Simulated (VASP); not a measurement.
Set up this calculation in VASP 6.6.1, as the native input.

| Quantity | Value |
| --- | --- |
| Task | single point |
| Functional | PBEsol |
| Potentials or basis | VASP PAW PBE potentials, release 64 (Cd, Nb_sv) |
| Cutoff | 520 eV |
| k mesh | 6 × 6 × 6 |
| Occupations | fermi-dirac, width 0.05 eV |
| Spin | no spin polarisation |
| Dipole correction | no |
| Further INCAR settings | ALGO = Fast; EDIFF = 1e-06; NBANDS = 32 |

The structure of NbCd3 lies in POSCAR:

```
NbCd3
1.0
    4.2429147208      0.0000000000      0.0000000000
    0.0000000000      4.2429147208      0.0000000000
    0.0000000000      0.0000000000      4.2429147208
Cd Nb
3 1
Direct
    0.5000000000      0.5000000000      0.0000000000
    0.5000000000      0.0000000000      0.5000000000
    0.0000000000      0.5000000000      0.5000000000
    0.0000000000      0.0000000000      0.0000000000
```

The input as run:

INCAR

```
ALGO = Fast ; EDIFF = 1E-6
ENCUT = 520 ; GGA = PS
ISIF = 2 ; ISMEAR = -1
LASPH = T ; LCHARG = F
LREAL = F ; LWAVE = F
NBANDS = 32 ; NELM = 80
PREC = Accurate ; SIGMA = 0.05
```

KPOINTS

```
k-points
0
Gamma
  6 6 6
```

Potentials or basis: VASP PAW PBE potentials, release 64 (Cd, Nb_sv).

Command:

```console
$ cat potpaw_PBE.64/Cd/POTCAR potpaw_PBE.64/Nb_sv/POTCAR > POTCAR
$ mpirun -np 1 vasp_std > vasp.out
```

Results of the run:

```json
{
 "Pressure": "-0.4 GPa",
 "Band gap on the k mesh": "zero (an odd number of electrons rules out a gap without spin polarisation)"
}
```

Caveat: the PAW data sets were made with another functional, which shifts forces and pressure a little.

It took 31 s on 1 thread of Intel(R) Xeon(R) Platinum 8488C (Sapphire Rapids), on a shared host, peak memory 0.19 GiB.
